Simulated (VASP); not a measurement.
# BiTe (Fm-3m) in VASP: further runs

The runs below take BiTe through single point, with r2SCAN.

Program: VASP 6.6.1. These are calculated values, not measurements. Logs are shortened: lines on timing, memory, paths and dates and some standing lists are left out, and cuts for length are marked.

### 1 The cell of the first run

It takes space group Fm-3m (No. 225, cubic). The conventional cell has a = 6.343 Å, b = 6.343 Å, c = 6.343 Å, α = 90.00°, β = 90.00°, γ = 90.00°. Bi (site symmetry m-3m) has 6 Te at 3.17 Å within 4.2 Å. Within 4.2 Å of Te (site symmetry m-3m) lie 6 Bi at 3.17 Å.

### 2 Single point, r2SCAN

POSCAR reads:

```
BiTe
1.0
    0.0000000000      3.1713598600      3.1713598600
    3.1713598600      0.0000000000      3.1713598600
    3.1713598600      3.1713598600      0.0000000000
Bi Te
1 1
Direct
    0.0000000000      0.0000000000      0.0000000000
    0.5000000000      0.5000000000      0.5000000000
```

INCAR.step1 reads:

```
SYSTEM = BiTe
PREC     = Accurate       ! precision mode
ENCUT    = 520            ! plane-wave cutoff, eV
ISMEAR   = -1             ! smearing method
SIGMA    = 0.1            ! smearing width, eV
LREAL    = .FALSE.        ! projectors in reciprocal space
LASPH    = .TRUE.         ! aspherical terms in the spheres
NELM     = 80             ! most SCF steps
NBANDS   = 18             ! bands
GGA      = PE             ! functional
ALGO     = Normal         ! electronic algorithm
EDIFF    = 1E-4           ! SCF threshold, eV
LWAVE    = .TRUE.         ! write WAVECAR
LCHARG   = .FALSE.        ! write CHGCAR
```

INCAR.step2 reads:

```
SYSTEM = BiTe
PREC     = Accurate       ! precision mode
ENCUT    = 520            ! plane-wave cutoff, eV
EDIFF    = 1E-6           ! SCF threshold, eV
ISMEAR   = -1             ! smearing method
SIGMA    = 0.1            ! smearing width, eV
LREAL    = .FALSE.        ! projectors in reciprocal space
LASPH    = .TRUE.         ! aspherical terms in the spheres
NELM     = 80             ! most SCF steps
ALGO     = Normal         ! electronic algorithm
ISIF     = 2              ! what is computed and relaxed
LWAVE    = .FALSE.        ! write WAVECAR
LCHARG   = .TRUE.         ! write CHGCAR
METAGGA  = R2SCAN         ! meta-GGA
LMIXTAU  = .TRUE.       
LELF     = .TRUE.         ! ELF
LVHAR    = .TRUE.       
NBANDS   = 18             ! bands
ISTART   = 1
```

KPOINTS reads:

```
Automatic mesh
0
G
  9 9 9
  0 0 0
```

Potentials or basis: VASP PAW PBE potentials, release 64 (Bi_d, Te).

Command:

```sh
> cat potpaw_PBE.64/Bi_d/POTCAR potpaw_PBE.64/Te/POTCAR > POTCAR
> cp INCAR.step1 INCAR
> mpirun -np 1 vasp_std > vasp.out
> cp INCAR.step2 INCAR
> mpirun -np 1 vasp_std > vasp.out
```

OUTCAR:

```text
SYSTEM = BiTe
   PREC = Accurate
   ENCUT = 520
   EDIFF = 1E-6
   ISMEAR = -1
   LREAL = .FALSE.
   LASPH = .TRUE.
   NELM = 80
   ISIF = 2
   METAGGA = R2SCAN
   ISTART = 1

 ion  position               nearest neighbor table
   1  0.000  0.000  0.000-   2 3.17   2 3.17   2 3.17   2 3.17   2 3.17   2 3.17
   2  0.500  0.500  0.500-   1 3.17   1 3.17   1 3.17   1 3.17   1 3.17   1 3.17

  LATTYP: Found a face centered cubic cell.
 ALAT       =     6.3427197200

  Lattice vectors:

 A1 = (   0.0000000000,   3.1713598600,   3.1713598600)
 A2 = (   3.1713598600,   0.0000000000,   3.1713598600)
 A3 = (   3.1713598600,   3.1713598600,   0.0000000000)

Analysis of symmetry for initial positions (statically):
=====================================================================
 Subroutine PRICEL returns:
 Original cell was already a primitive cell.

 Routine SETGRP: Setting up the symmetry group for a
 face centered cubic supercell.

 Subroutine GETGRP returns: Found 48 space group operations
 (whereof 48 operations were pure point group operations)
 out of a pool of 48 trial point group operations.

The static configuration has the point symmetry O_h .

Analysis of symmetry for dynamics (positions and initial velocities):
=====================================================================
 Subroutine PRICEL returns:
 Original cell was already a primitive cell.

 Routine SETGRP: Setting up the symmetry group for a
 face centered cubic supercell.

 Subroutine GETGRP returns: Found 48 space group operations
 (whereof 48 operations were pure point group operations)
 out of a pool of 48 trial point group operations.

The dynamic configuration has the point symmetry O_h .

 Subroutine INISYM returns: Found 48 space group operations
 (whereof 48 operations are pure point group operations),
 and found     1 'primitive' translations

----------------------------------------------------------------------------------------

                                     Primitive cell

  volume of cell :      63.7921

  direct lattice vectors                    reciprocal lattice vectors
     0.000000000  3.171359860  3.171359860    -0.157661074  0.157661074  0.157661074
     3.171359860  0.000000000  3.171359860     0.157661074 -0.157661074  0.157661074
     3.171359860  3.171359860  0.000000000     0.157661074  0.157661074 -0.157661074

  length of vectors
     4.484980125  4.484980125  4.484980125     0.273076990  0.273076990  0.273076990

  position of ions in fractional coordinates (direct lattice)
     0.000000000  0.000000000  0.000000000
     0.500000000  0.500000000  0.500000000

  ion indices of the primitive-cell ions
   primitive index   ion index
                 1           1
                 2           2

----------------------------------------------------------------------------------------

 KPOINTS: Automatic mesh

Automatic generation of k-mesh.
 Grid dimensions read from file:
 generate k-points for:    9    9    9

 Generating k-lattice:

  Cartesian coordinates                     Fractional coordinates (reciprocal lattice)
    -0.017517897  0.017517897  0.017517897     0.111111111  0.000000000  0.000000000
     0.017517897 -0.017517897  0.017517897     0.000000000  0.111111111  0.000000000
     0.017517897  0.017517897 -0.017517897     0.000000000  0.000000000  0.111111111

  Length of vectors
     0.030341888  0.030341888  0.030341888

  Shift w.r.t. Gamma in fractional coordinates (k-lattice)
     0.000000000  0.000000000  0.000000000

 Subroutine IBZKPT returns following result:
 ===========================================

 Found     35 irreducible k-points:

 Following reciprocal coordinates:
            Coordinates               Weight
  0.000000  0.000000  0.000000      1.000000
  0.111111  0.000000  0.000000      8.000000
  0.222222  0.000000  0.000000      8.000000
  0.333333  0.000000  0.000000      8.000000
  0.444444  0.000000  0.000000      8.000000
  0.111111  0.111111  0.000000      6.000000
[... 16 lines left out ...]
 -0.333333  0.333333  0.000000     12.000000
  0.444444  0.444444  0.000000      6.000000
 [... further k-points ...]
   k-points           NKPTS =     35   k-points in BZ     NKDIM =     35   number of bands    NBANDS=     18
   number of dos      NEDOS =    301   number of ions     NIONS =      2
   total plane-waves  NPLWV =  46656
   dimension x,y,z NGX =    36 NGY =   36 NGZ =   36
   dimension x,y,z NGXF=    72 NGYF=   72 NGZF=   72
   ions per type =               1   1
   NGX,Y,Z   is equivalent  to a cutoff of  13.34, 13.34, 13.34 a.u.
   NGXF,Y,Z  is equivalent  to a cutoff of  26.69, 26.69, 26.69 a.u.
 SYSTEM =  BiTe
   PREC   = accura    normal or accurate (medium, high low for compatibility)
   ISTART =      1    job   : 0-new  1-cont  2-samecut
   ICHARG =      0    charge: 1-file 2-atom 10-const
   ISPIN  =      1    spin polarized calculation?
   LNONCOLLINEAR =      F non collinear calculations
   LSORBIT =      F    spin-orbit coupling
   LASPH  =      T    aspherical Exc in radial PAW
   ENCUT  =  520.0 eV  38.22 Ry    6.18 a.u.   8.34  8.34  8.34*2*pi/ulx,y,z
   NELM   =     80;   NELMIN=  2; NELMDL=  0     # of ELM steps
   EDIFF  = 0.1E-05   stopping-criterion for ELM
   LREAL  =      F    real-space projection
   EDIFFG = 0.1E-04   stopping-criterion for IOM
   NSW    =      0    number of steps for IOM
   IBRION =     -1    ionic relax: 0-MD 1-quasi-New 2-CG
   NFREE  =      0    steps in history (QN), initial steepest desc. (CG)
   ISIF   =      2    stress and relaxation
   ISYM   =      2    0-nonsym 1-usesym 2-fastsym
   POTIM  = 0.5000    time-step for ionic-motion
   TEBEG  =    0.0;   TEEND  =   0.0 temperature during run
   PSTRESS=    0.0 pullay stress
   NELECT =      21.0000    total number of electrons
   NUPDOWN=      -1.0000    fix difference up-down
   EMIN   =  10.00;   EMAX   =-10.00  energy-range for DOS
   EFERMI =   0.00;   METHOD = LEGACY
   ISMEAR =    -1;   SIGMA  =   0.10  broadening in eV -4-tet -1-fermi 0-gaus
   EFERMI_NEDOS =   21; number of points for ismear=-14 and -15
   IALGO  =     38    algorithm
   IMIX   =      4    mixing-type and parameters
     AMIX     =   0.40;   BMIX     =  1.00
     AMIX_MAG =   1.60;   BMIX_MAG =  1.00
  volume/ion in A,a.u.               =      31.90       215.25
  Fermi-wavevector in a.u.,A,eV,Ry     =   1.130383  2.136115 17.385068  1.277766
  Thomas-Fermi vector in A             =   2.267080
   LORBIT       =      0    0 simple, 1 ext, 2 COOP (PROOUT), +10 PAW based schemes
   METAGGA = R2SCAN    functional components
   LHFCALC =     F    Hartree Fock is set to
   AEXX    =    0.0000 exact exchange contribution
   IVDW    =     0    specifies the selected vdW correction
   LEPSILON=     F    determine dielectric tensor
   LRPA    =     F    only Hartree local field effects (RPA)
 non-spin polarized calculation
  energy-cutoff  :      520.00
  volume of cell :       63.79
 maximum number of plane-waves:      1759
 NGX is ok and might be reduce to    36
   NGX = 17   NGY = 17   NGZ = 17

 number of electron      21.0000001 magnetization

 Free energy of the ion-electron system (eV)
  ---------------------------------------------------
  ext. energy  EPLUGINS =         0.00000000
  ---------------------------------------------------
  free energy    TOTEN  =       -84.00501400 eV

  energy without entropy =      -83.95691522  energy(sigma->0) =      -83.98096461

 E-fermi :   7.3544     XC(G=0): -10.2902

 val. band max:        7.3160939863   @ k =  -0.3333   0.3333   0.1111
 cond. band min:       7.3549816131   @ k =   0.3333   0.0000   0.0000
 fundamental gap:      0.0388876267
 Fermi energy:         7.3543598188

 k-point     1 :       0.0000    0.0000    0.0000
  band No.  band energies     occupation
      1     -16.5893      2.00000
      2     -16.5893      2.00000
      3     -16.5795      2.00000
      4     -16.5795      2.00000
      5     -16.5795      2.00000
      6      -7.2565      2.00000
[... 10 lines left out ...]
     17      14.2213      0.00000
     18      14.3653      0.00000

 k-point     2 :       0.1111    0.0000    0.0000
  band No.  band energies     occupation
      1     -16.5900      2.00000
      2     -16.5900      2.00000
      3     -16.5792      2.00000
      4     -16.5786      2.00000
      5     -16.5786      2.00000
      6      -7.1306      2.00000
[... 10 lines left out ...]
     17      15.0769      0.00000
     18      15.1047      0.00000

 k-point     3 :       0.2222    0.0000    0.0000
  band No.  band energies     occupation
      1     -16.5920      2.00000
      2     -16.5920      2.00000
      3     -16.5785      2.00000
      4     -16.5759      2.00000
      5     -16.5759      2.00000
      6      -6.7564      2.00000
[... 10 lines left out ...]
     17      16.7131      0.00000
     18      16.7633      0.00000

 k-point     4 :       0.3333    0.0000    0.0000
  band No.  band energies     occupation
      1     -16.5946      2.00000
      2     -16.5946      2.00000
      3     -16.5777      2.00000
      4     -16.5727      2.00000
      5     -16.5727      2.00000
      6      -6.1461      2.00000
[... 10 lines left out ...]
     17      17.8106      0.00000
     18      18.6956      0.00000

 k-point     5 :       0.4444    0.0000    0.0000
  band No.  band energies     occupation
      1     -16.5963      2.00000
      2     -16.5963      2.00000
      3     -16.5772      2.00000
      4     -16.5705      2.00000
      5     -16.5705      2.00000
      6      -5.3376      2.00000
[... 10 lines left out ...]
     17      16.4697      0.00000
     18      17.7980      0.00000

 k-point     6 :       0.1111    0.1111    0.0000
  band No.  band energies     occupation
      1     -16.5917      2.00000
      2     -16.5885      2.00000
      3     -16.5800      2.00000
      4     -16.5779      2.00000
      5     -16.5779      2.00000
      6      -7.0896      2.00000
[... 307 lines left out ...]
 k-point    21 :       0.4444    0.3333    0.0000
  band No.  band energies     occupation
      1     -16.6087      2.00000
      2     -16.5849      2.00000
      3     -16.5827      2.00000
      4     -16.5673      2.00000
      5     -16.5668      2.00000
      6      -5.4682      2.00000
[... 10 lines left out ...]
     17      17.4863      0.00000
     18      17.5664      0.00000

 k-point    22 :      -0.4444    0.3333    0.0000
  band No.  band energies     occupation
      1     -16.6074      2.00000
      2     -16.5874      2.00000
      3     -16.5802      2.00000
      4     -16.5682      2.00000
      5     -16.5667      2.00000
      6      -4.9617      2.00000
[... 10 lines left out ...]
     17      18.1134      0.00000
     18      18.3732      0.00000

 k-point    23 :      -0.3333    0.3333    0.0000
  band No.  band energies     occupation
      1     -16.6034      2.00000
      2     -16.5908      2.00000
      3     -16.5764      2.00000
      4     -16.5708      2.00000
      5     -16.5684      2.00000
      6      -4.6852      2.00000
[... 10 lines left out ...]
     17      17.0981      0.00000
     18      20.1037      0.00000

 k-point    24 :       0.4444    0.4444    0.0000
  band No.  band energies     occupation
      1     -16.6122      2.00000
      2     -16.5842      2.00000
      3     -16.5831      2.00000
      4     -16.5653      2.00000
      5     -16.5653      2.00000
      6      -5.2797      2.00000
[... 10 lines left out ...]
     17      18.4308      0.00000
     18      18.4311      0.00000

 [... further k-points ...]
[... 5 lines left out ...]
  --------------------------------------------------------------------------------------
  -------------------------------------------------------------------------------------
  Total        1.3947885      1.3947885      1.3947885     -0.0000000     -0.0000000      0.0000000
  in kB       35.0309856     35.0309856     35.0309856     -0.0000000     -0.0000000      0.0000000
  external PRESSURE =      35.0309856 kB  Pullay stress =       0.0000000 kB

 VOLUME and BASIS-vectors are now :
 -----------------------------------------------------------------------------
  energy-cutoff  :      520.00
  volume of cell :       63.79
      direct lattice vectors                 reciprocal lattice vectors
     0.000000000  3.171359860  3.171359860    -0.157661074  0.157661074  0.157661074
     3.171359860  0.000000000  3.171359860     0.157661074 -0.157661074  0.157661074
     3.171359860  3.171359860  0.000000000     0.157661074  0.157661074 -0.157661074

 POSITION                                       TOTAL-FORCE (eV/Angst)
 -----------------------------------------------------------------------------------
      0.00000      0.00000      0.00000         0.000000      0.000000      0.000000
      3.17136      3.17136      3.17136        -0.000000     -0.000000     -0.000000
 -----------------------------------------------------------------------------------
    total drift:                               -0.000000      0.000000      0.000000

  FREE ENERGIE OF THE ION-ELECTRON SYSTEM (eV)
  ---------------------------------------------------
  free  energy   TOTEN  =       -84.0050139954 eV

  energy  without entropy=      -83.9569152214  energy(sigma->0) =      -83.98096461
```

Wall time 6.3 min (1 thread of AMD EPYC 7R13, shared host); peak memory 0.2 GiB.

What came out:

* Free energy: -84.0050 eV
* Pressure: 3.5 GPa

Caveat: the PAW data sets were made with another functional, which shifts forces and pressure a little; spin-orbit coupling is left out, which moves the levels of the heavy elements.

(Part 1 of 2 ends here.)
